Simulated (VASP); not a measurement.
The system is Ni.

```
Ni
1.0
     0.00000    1.72591    1.72591
     1.72591    0.00000    1.72591
     1.72591    1.72591    0.00000
Ni
1
Direct
  0.00000 0.00000 0.00000
```

Base run:

* Program: VASP 6.6.1
* Functional: PBE
* Potentials or basis: VASP PAW PBE potentials, release 64 (Ni)
* Cutoff: 520 eV
* k mesh: 13 × 13 × 13
* Occupations: fermi-dirac, width 0.05 eV
* Spin: collinear spin, ferromagnetic start
* Starting moments: [1.0] μB

Its results: pressure 12.9 GPa; net moment 0.62 μB per cell; site moments Ni +0.63 μB.

Question: The run is repeated on the same cell with these changes: functional from PBE to r2SCAN. What comes out?

Answer: Pressure 5.1 GPa; net moment 0.66 μB per cell; site moments Ni +0.68 μB.

Caveats: the PAW data sets were made with another functional, which shifts forces and pressure a little (some runs).
